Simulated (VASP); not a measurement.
# Os (Pm-3m) in VASP: notebook

Os is run at these levels: PBE; tasks: single point, relaxation of cell and atoms.

Everything below comes from runs of VASP 6.6.1. Logs are shortened: lines on timing, memory, paths and dates and some standing lists are left out, and cuts for length are marked.

**1. The cell of the first run**

Symmetry: Pm-3m, No. 221, cubic system. Conventional cell: a = 2.556 Å, b = 2.556 Å, c = 2.556 Å, α = 90.00°, β = 90.00°, γ = 90.00°. Os (site symmetry m-3m) has 6 Os at 2.56 Å within 3.4 Å.

**2. Single point, PBE**

Input file INCAR:

```
SYSTEM = Os
PREC     = Accurate       ! precision mode
ENCUT    = 520            ! plane-wave cutoff, eV
EDIFF    = 1E-7           ! SCF threshold, eV
ISMEAR   = -1             ! smearing method
SIGMA    = 0.05           ! smearing width, eV
LREAL    = .False.        ! projectors in reciprocal space
LASPH    = .True.         ! aspherical terms in the spheres
NELM     = 60             ! most SCF steps
ALGO     = Normal         ! electronic algorithm
ISIF     = 2              ! what is computed and relaxed
LWAVE    = .False.        ! write WAVECAR
LCHARG   = .False.        ! write CHGCAR
GGA      = PE             ! functional
NBANDS   = 10             ! bands
```

Input file KPOINTS:

```
regular mesh
0
Gamma
  9 9 9
  0 0 0
```

Input file POSCAR:

```
Os
1.0
    2.5564757175      0.0000000000      0.0000000000
    0.0000000000      2.5564757175      0.0000000000
    0.0000000000      0.0000000000      2.5564757175
Os
1
Direct
    0.0000000000      0.0000000000      0.0000000000
```

Potentials or basis: VASP PAW PBE potentials, release 64 (Os).

Started as:

```sh
$ cat potpaw_PBE.64/Os/POTCAR > POTCAR
$ mpirun -np 1 vasp_std > vasp.out
```

OUTCAR:

```text
SYSTEM = Os
   PREC = Accurate
   ENCUT = 520
   EDIFF = 1E-7
   ISMEAR = -1
   LREAL = .False.
   LASPH = .True.
   NELM = 60
   ISIF = 2
   GGA = PE

 ion  position               nearest neighbor table
   1  0.000  0.000  0.000-

  LATTYP: Found a simple cubic cell.
 ALAT       =     2.5564757175

  Lattice vectors:

 A1 = (   2.5564757175,   0.0000000000,   0.0000000000)
 A2 = (   0.0000000000,   2.5564757175,   0.0000000000)
 A3 = (   0.0000000000,   0.0000000000,   2.5564757175)

Analysis of symmetry for initial positions (statically):
=====================================================================
 Subroutine PRICEL returns:
 Original cell was already a primitive cell.

 Routine SETGRP: Setting up the symmetry group for a
 simple cubic supercell.

 Subroutine GETGRP returns: Found 48 space group operations
 (whereof 48 operations were pure point group operations)
 out of a pool of 48 trial point group operations.

The static configuration has the point symmetry O_h .

Analysis of symmetry for dynamics (positions and initial velocities):
=====================================================================
 Subroutine PRICEL returns:
 Original cell was already a primitive cell.

 Routine SETGRP: Setting up the symmetry group for a
 simple cubic supercell.

 Subroutine GETGRP returns: Found 48 space group operations
 (whereof 48 operations were pure point group operations)
 out of a pool of 48 trial point group operations.

The dynamic configuration has the point symmetry O_h .

 Subroutine INISYM returns: Found 48 space group operations
 (whereof 48 operations are pure point group operations),
 and found     1 'primitive' translations

----------------------------------------------------------------------------------------

                                     Primitive cell

  volume of cell :      16.7080

  direct lattice vectors                    reciprocal lattice vectors
     2.556475718  0.000000000  0.000000000     0.391163504  0.000000000  0.000000000
     0.000000000  2.556475718  0.000000000     0.000000000  0.391163504  0.000000000
     0.000000000  0.000000000  2.556475718     0.000000000  0.000000000  0.391163504

  length of vectors
     2.556475718  2.556475718  2.556475718     0.391163504  0.391163504  0.391163504

  position of ions in fractional coordinates (direct lattice)
     0.000000000  0.000000000  0.000000000

  ion indices of the primitive-cell ions
[... 77 lines left out ...]
   NSW    =      0    number of steps for IOM
   IBRION =     -1    ionic relax: 0-MD 1-quasi-New 2-CG
   NFREE  =      0    steps in history (QN), initial steepest desc. (CG)
   ISIF   =      2    stress and relaxation
   ISYM   =      2    0-nonsym 1-usesym 2-fastsym
   POTIM  = 0.5000    time-step for ionic-motion
   TEBEG  =    0.0;   TEEND  =   0.0 temperature during run
   PSTRESS=    0.0 pullay stress
   NELECT =       8.0000    total number of electrons
   NUPDOWN=      -1.0000    fix difference up-down
   EMIN   =  10.00;   EMAX   =-10.00  energy-range for DOS
   EFERMI =   0.00;   METHOD = LEGACY
   ISMEAR =    -1;   SIGMA  =   0.05  broadening in eV -4-tet -1-fermi 0-gaus
   EFERMI_NEDOS =   21; number of points for ismear=-14 and -15
   IALGO  =     38    algorithm
   IMIX   =      4    mixing-type and parameters
     AMIX     =   0.40;   BMIX     =  1.00
     AMIX_MAG =   1.60;   BMIX_MAG =  1.00
  volume/ion in A,a.u.               =      16.71       112.75
  Fermi-wavevector in a.u.,A,eV,Ry     =   1.280746  2.420260 22.317792  1.640311
  Thomas-Fermi vector in A             =   2.413156
   LORBIT       =      0    0 simple, 1 ext, 2 COOP (PROOUT), +10 PAW based schemes
   GGA     = PE    functional components
   LHFCALC =     F    Hartree Fock is set to
   AEXX    =    0.0000 exact exchange contribution
   IVDW    =     0    specifies the selected vdW correction
   LEPSILON=     F    determine dielectric tensor
   LRPA    =     F    only Hartree local field effects (RPA)
 non-spin polarized calculation
  energy-cutoff  :      520.00
  volume of cell :       16.71
 maximum number of plane-waves:       461
 NGX is ok and might be reduce to    20
   NGX =  9   NGY =  9   NGZ =  9

 number of electron       7.9999999 magnetization

 Free energy of the ion-electron system (eV)
  ---------------------------------------------------
  ext. energy  EPLUGINS =         0.00000000
  ---------------------------------------------------
  free energy    TOTEN  =        -9.73237242 eV

  energy without entropy =       -9.72209488  energy(sigma->0) =       -9.72723365

 E-fermi :   7.2771     XC(G=0): -12.8779

 val. band max:        7.1863714480   @ k =   0.3333   0.3333   0.0000
 cond. band min:       7.3103442440   @ k =   0.3333   0.1111   0.1111
 fundamental gap:      0.1239727959
 Fermi energy:         7.2771417150

 k-point     1 :       0.0000    0.0000    0.0000
  band No.  band energies     occupation
      1      -2.2673      2.00000
      2       1.2272      2.00000
      3       1.2272      2.00000
      4       9.4257      0.00000
      5       9.4257      0.00000
      6       9.4257      0.00000
      7      22.6689      0.00000
      8      22.6689      0.00000
      9      22.6689      0.00000
     10      28.7281      0.00000
[... 287 lines left out ...]
 k-point    24 :       0.4444    0.3333    0.1111
  band No.  band energies     occupation
      1       1.4712      2.00000
      2       2.9809      2.00000
      3       5.6637      2.00000
      4       6.1490      2.00000
      5       7.9005      0.00001
      6      10.9996      0.00000
      7      15.0797      0.00000
      8      21.3033      0.00000
      9      23.3889      0.00000
     10      27.3468      0.00000

 [... further k-points ...]

------------------------ aborting loop because EDIFF is reached ----------------------------------------

  FORCE on cell =-STRESS in cart. coord.  units (eV):
  Direction    XX          YY          ZZ          XY          YZ          ZX
  --------------------------------------------------------------------------------------
  -------------------------------------------------------------------------------------
  Total       -0.0387594     -0.0387594     -0.0387594     -0.0000000      0.0000000      0.0000000
  in kB       -3.7167439     -3.7167439     -3.7167439     -0.0000000      0.0000000      0.0000000
  external PRESSURE =      -3.7167439 kB  Pullay stress =       0.0000000 kB

 VOLUME and BASIS-vectors are now :
 -----------------------------------------------------------------------------
  energy-cutoff  :      520.00
  volume of cell :       16.71
      direct lattice vectors                 reciprocal lattice vectors
     2.556475718  0.000000000  0.000000000     0.391163504  0.000000000  0.000000000
     0.000000000  2.556475718  0.000000000     0.000000000  0.391163504  0.000000000
     0.000000000  0.000000000  2.556475718     0.000000000  0.000000000  0.391163504

 POSITION                                       TOTAL-FORCE (eV/Angst)
 -----------------------------------------------------------------------------------
      0.00000      0.00000      0.00000         0.000000      0.000000      0.000000
 -----------------------------------------------------------------------------------
    total drift:                                0.000000      0.000000      0.000000

  FREE ENERGIE OF THE ION-ELECTRON SYSTEM (eV)
  ---------------------------------------------------
  free  energy   TOTEN  =        -9.7323724174 eV

  energy  without entropy=       -9.7220948775  energy(sigma->0) =       -9.72723365
```

OSZICAR:

```text
N       E                     dE             d eps       ncg     rms          rms(c)
DAV:   1     0.323216159871E+02    0.32322E+02   -0.40799E+03   724   0.719E+02
DAV:   2    -0.899378885720E+01   -0.41315E+02   -0.38270E+02   718   0.184E+02
DAV:   3    -0.102132673001E+02   -0.12195E+01   -0.12091E+01   832   0.292E+01
DAV:   4    -0.102166974813E+02   -0.34302E-02   -0.34298E-02   802   0.178E+00
DAV:   5    -0.102167086784E+02   -0.11197E-04   -0.11196E-04   790   0.929E-02    0.121E+01
DAV:   6    -0.982193024491E+01    0.39478E+00   -0.58584E-01   950   0.547E+00    0.552E+00
DAV:   7    -0.973606404492E+01    0.85866E-01   -0.27748E-01   960   0.356E+00    0.858E-01
DAV:   8    -0.973237637901E+01    0.36877E-02   -0.43355E-03   754   0.644E-01    0.727E-02
DAV:   9    -0.973238590028E+01   -0.95213E-05   -0.42408E-05   802   0.494E-02    0.184E-02
DAV:  10    -0.973237274301E+01    0.13157E-04   -0.40361E-06   758   0.327E-02    0.173E-03
DAV:  11    -0.973237234218E+01    0.40083E-06   -0.12646E-07   498   0.267E-03    0.662E-04
DAV:  12    -0.973237241743E+01   -0.75251E-07   -0.65054E-09   412   0.785E-04
   1 F= -.97323724E+01 E0= -.97272336E+01  d E =-.102775E-01
```

stdout:

```text
POSCAR found type information on POSCAR Os
 POSCAR found :  1 types and       1 ions
 scaLAPACK will be used
 LDA part: xc-table for (Slater+PW92), standard interpolation
 POSCAR, INCAR and KPOINTS ok, starting setup
 FFT: planning ... GRIDC
 FFT: planning ... GRID_SOFT
 FFT: planning ... GRID
 WAVECAR not read
 entering main loop
```

Run time: 3.3 s. Hardware: 1 thread of Intel Xeon Platinum 8488C (Sapphire Rapids), shared host; peak memory 0.12 GiB.

Results:

```
Free energy            : -9.7324 eV
Pressure               : -0.4 GPa
Band gap on the k mesh : zero (band 4 reaches 11.21 eV, above the bottom of band 5 at 6.27 eV)
```

Caveat: spin-orbit coupling is left out, which moves the levels of the heavy elements.

**3. Single point, PBE**

Input file INCAR:

```
  PREC = Accurate
  ENCUT = 520
  EDIFF = 1E-7
  ISMEAR = -1
  SIGMA = 0.05
  LREAL = False
  LASPH = True
  NELM = 100
  ALGO = Normal
  ISIF = 2
  LWAVE = False
  LCHARG = False
  GGA = PE
  NBANDS = 10
```

Input file KPOINTS:

```
regular mesh
0
Gamma
  9 9 9
```

POSCAR is that of step 2.

Potentials or basis: VASP PAW PBE potentials, release 64 (Os).

Started as:

```sh
$ cat potpaw_PBE.64/Os/POTCAR > POTCAR
$ mpirun -np 1 vasp_std > vasp.out
```

It took 3.3 s on 1 thread of Intel Xeon Platinum 8488C (Sapphire Rapids), shared host; peak memory 0.12 GiB.

Results (log left out):

* Free energy: -9.7324 eV
* Pressure: -0.4 GPa
* Band gap on the k mesh: zero (band 4 reaches 11.21 eV, above the bottom of band 5 at 6.27 eV)

Levels at points of the mesh, in eV from the Fermi level:
```
           k point  band 1  band 2  band 3  band 4  band 5  band 6  band 7  band 8  band 9
(0.00, 0.00, 0.00)   -9.54   -6.05   -6.05    2.15    2.15    2.15   15.39   15.39   15.39
```

Caveat: spin-orbit coupling is left out, which moves the levels of the heavy elements.

**4. Relaxation of cell and atoms, PBE**

This run uses another cell than the first one, of 15.44 Å³/atom, 0.924 times its volume.

Input file INCAR:

```
SYSTEM = Os
ALGO = Normal
EDIFF = 1E-6
EDIFFG = -0.01
ENCUT = 600
GGA = PE
IBRION = 2
ISIF = 3
ISMEAR = -1
LASPH = .True.
LCHARG = .False.
LREAL = .False.
LWAVE = .False.
NELM = 100
NSW = 80
PREC = Accurate
SIGMA = 0.05
```

Input file KPOINTS:

```
k-points
0
Gamma
  9 9 9
  0 0 0
```

Input file POSCAR:

```
Os
1.0
    2.4900000000      0.0000000000      0.0000000000
    0.0000000000      2.4900000000      0.0000000000
    0.0000000000      0.0000000000      2.4900000000
Os
1
Direct
    0.0000000000      0.0000000000      0.0000000000
```

Potentials or basis: VASP PAW PBE potentials, release 64 (Os).

Started as:

```sh
$ cat potpaw_PBE.64/Os/POTCAR > POTCAR
$ mpirun -np 1 vasp_std > vasp.out
```

OUTCAR:

```text
SYSTEM = Os
   EDIFF = 1E-6
   EDIFFG = -0.01
   ENCUT = 600
   GGA = PE
   IBRION = 2
   ISIF = 3
   ISMEAR = -1
   LASPH = .True.
   LREAL = .False.
   NELM = 100
   NSW = 80
   PREC = Accurate

 ion  position               nearest neighbor table
   1  0.000  0.000  0.000-

  LATTYP: Found a simple cubic cell.
 ALAT       =     2.4900000000

  Lattice vectors:

 A1 = (   2.4900000000,   0.0000000000,   0.0000000000)
 A2 = (   0.0000000000,   2.4900000000,   0.0000000000)
 A3 = (   0.0000000000,   0.0000000000,   2.4900000000)

Analysis of symmetry for initial positions (statically):
=====================================================================
 Subroutine PRICEL returns:
 Original cell was already a primitive cell.
[... 542 lines left out ...]

  energy  without entropy=       -9.7206764553  energy(sigma->0) =       -9.72586316

[... ionic steps 4 to 15 ...]

--------------------------------------- Ionic step       16  -------------------------------------------

 number of electron       7.9999998 magnetization

------------------------ aborting loop because EDIFF is reached ----------------------------------------
[... 65 lines left out ...]
--------------------------------------- Ionic step       18  -------------------------------------------

 number of electron       7.9999998 magnetization

 Free energy of the ion-electron system (eV)
  ---------------------------------------------------
  ext. energy  EPLUGINS =         0.00000000
  ---------------------------------------------------
  free energy    TOTEN  =        -9.73226409 eV

  energy without entropy =       -9.72200119  energy(sigma->0) =       -9.72713264

 E-fermi :   7.2941     XC(G=0): -12.8846

 val. band max:        7.2029918800   @ k =   0.3333   0.3333   0.0000
 cond. band min:       7.3275899804   @ k =   0.3333   0.1111   0.1111
 fundamental gap:      0.1245981005
 Fermi energy:         7.2941286622

 k-point     1 :       0.0000    0.0000    0.0000
  band No.  band energies     occupation
      1      -2.2612      2.00000
      2       1.2339      2.00000
      3       1.2339      2.00000
      4       9.4474      0.00000
      5       9.4474      0.00000
      6       9.4474      0.00000
      7      22.6941      0.00000
      8      22.6941      0.00000
[... 281 lines left out ...]
  FREE ENERGIE OF THE ION-ELECTRON SYSTEM (eV)
  ---------------------------------------------------
  free  energy   TOTEN  =        -9.7322640884 eV

  energy  without entropy=       -9.7220011874  energy(sigma->0) =       -9.72713264

 reached required accuracy - stopping structural energy minimisation
```

Wall time 18 s (1 thread of Intel Xeon Platinum 8488C (Sapphire Rapids), shared host); peak memory 0.13 GiB.

What came out:

```
Free energy                            : -9.7323 eV
Relaxed volume                         : 16.69 Å³/atom
Relaxed cell                           : a = 2.555 Å, b = 2.555 Å, c = 2.555 Å, α = 90.00°, β = 90.00°, γ = 90.00°
Space group after relaxing (to 0.05 Å) : Pm-3m (No. 221)
Energy gained by relaxing              : 93.8 meV/atom
Ionic steps                            : 18
Pressure after relaxing                : 0.0 GPa
Band gap on the k mesh                 : zero (band 4 reaches 11.24 eV, above the bottom of band 5 at 6.29 eV)
```

The path:
| step | energy change (eV) | largest force (eV/Å) | pressure (GPa) | volume (Å³) |
| --- | --- | --- | --- | --- |
| 1 | 0.0000 | 0.0000 | 25.92 | 15.44 |
| 2 | 0.6868 | 0.0000 | -38.19 | 21.72 |
| 3 | -0.0926 | 0.0000 | -2.49 | 16.84 |
| 4 | -0.0938 | 0.0000 | -0.28 | 16.71 |
| 5 | -0.0938 | 0.0000 | 0.15 | 16.68 |
| 6 | -0.0938 | 0.0000 | 0.15 | 16.68 |
| 7 | -0.0938 | 0.0000 | 0.15 | 16.68 |
| 8 | -0.0938 | 0.0000 | 0.14 | 16.68 |
| 9 | -0.0938 | 0.0000 | 0.14 | 16.68 |
| 10 | -0.0938 | 0.0000 | 0.14 | 16.68 |
| 11 | -0.0938 | 0.0000 | 0.14 | 16.68 |
| 12 | -0.0938 | 0.0000 | 0.13 | 16.68 |
| 13 | -0.0938 | 0.0000 | 0.13 | 16.68 |
| 14 | -0.0938 | 0.0000 | 0.13 | 16.68 |
| 15 | -0.0938 | 0.0000 | 0.13 | 16.68 |
| 16 | -0.0938 | 0.0000 | 0.12 | 16.68 |
| 17 | -0.0938 | 0.0000 | 0.11 | 16.68 |
| 18 | -0.0938 | 0.0000 | 0.03 | 16.69 |

Final structure:
```
Os
1.0
     2.55544    0.00000    0.00000
     0.00000    2.55544    0.00000
     0.00000    0.00000    2.55544
Os
1
Direct
  0.00000 0.00000 0.00000
```

Caveat: spin-orbit coupling is left out, which moves the levels of the heavy elements.

**5. Relaxation of cell and atoms, PBE**

Input file INCAR:

```
ALGO = Normal
EDIFF = 1E-7
EDIFFG = -0.01
ENCUT = 600
GGA = PE
IBRION = 2
ISIF = 3
ISMEAR = -1
LASPH = T
LCHARG = F
LREAL = F
LWAVE = F
NELM = 60
NSW = 80
PREC = Accurate
SIGMA = 0.05
```

Input file KPOINTS:

```
k-points
0
Gamma
  9 9 9
```

Input file POSCAR:

```
Os
1.0
    2.5564757175      0.0000000000      0.0000000000
    0.0000000000      2.5564757175      0.0000000000
    0.0000000000      0.0000000000      2.5564757175
Os
1
Direct
    0.0000000000      0.0000000000      0.0000000000
```

Started as:

```sh
$ cat potpaw_PBE.64/Os/POTCAR > POTCAR
$ mpirun -np 1 vasp_std > vasp.out
```

It took 6.1 s on 1 thread of Intel Xeon Platinum 8488C (Sapphire Rapids), shared host; peak memory 0.13 GiB.

It converged, with:

```
Free energy                            : -9.7327 eV
Relaxed volume                         : 16.69 Å³/atom
Relaxed cell                           : a = 2.556 Å, b = 2.556 Å, c = 2.556 Å, α = 90.00°, β = 90.00°, γ = 90.00°
Space group after relaxing (to 0.05 Å) : Pm-3m (No. 221)
Energy gained by relaxing              : 0.0 meV/atom
Ionic steps                            : 3
Pressure after relaxing                : 0.0 GPa
Band gap on the k mesh                 : zero (band 4 reaches 11.23 eV, above the bottom of band 5 at 6.29 eV)
```

Final structure:
```
CELL_PARAMETERS angstrom
2.55560 0.00000 0.00000
0.00000 2.55560 0.00000
0.00000 0.00000 2.55560
ATOMIC_POSITIONS crystal
Os 0.00000 0.00000 0.00000
```

Levels at points of the mesh, in eV from the Fermi level:
```tsv
k point	band 1	band 2	band 3	band 4	band 5	band 6	band 7	band 8
(0.00, 0.00, 0.00)	-9.55	-6.06	-6.06	2.15	2.15	2.15	15.40	15.40
```

Caveat: spin-orbit coupling is left out, which moves the levels of the heavy elements.

**6. The runs side by side**

| task | cell | cutoff (eV) | gap on the mesh (eV) | pressure (GPa) | relaxed volume (Å³/atom) |
| --- | --- | --- | --- | --- | --- |
| single point | a = 2.556 Å, 1 atom | 520 | none | -0.4 | - |
| relaxation of cell and atoms | relaxed from a = 2.490 Å, 1 atom | 600 | none | 0.0 | 16.69 |
| relaxation of cell and atoms | relaxed from a = 2.556 Å, 1 atom | 600 | none | 0.0 | 16.69 |

Alike in all rows: level PBE; potentials or basis VASP PAW PBE potentials, release 64 (Os); no spin polarisation; k mesh 9 × 9 × 9; smearing fermi-dirac 0.05 eV.

Caveats: spin-orbit coupling is left out, which moves the levels of the heavy elements.

Absolute energies hang on the potentials; compare differences alone.
